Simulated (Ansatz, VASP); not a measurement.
# Al: VASP beside Ansatz

```
CELL_PARAMETERS angstrom
0.00000 2.02481 2.02481
2.02481 0.00000 2.02481
2.02481 2.02481 0.00000
ATOMIC_POSITIONS crystal
Al 0.00000 0.00000 0.00000
```

Alike in both runs: task relaxation of cell and atoms; functional PBE; dispersion D3(BJ); k mesh 16 × 16 × 16; no spin polarisation.

```csv
,VASP,Ansatz
version,VASP 6.6.1,Ansatz 0.2.0
potentials or method,"VASP PAW PBE potentials, release 64 (Al)","plane waves, PAW"
plane-wave cutoff (eV),600,420
occupations,"fermi-dirac, width 0.1 eV",fermi-dirac
valence electrons in the cell,3,3
```

```csv
,VASP,Ansatz,Ansatz less VASP
relaxed volume (Å³/atom),15.79,15.81,+0.014
relaxed cell length with the largest relative difference (Å),2.816,2.817,+0.0008
```
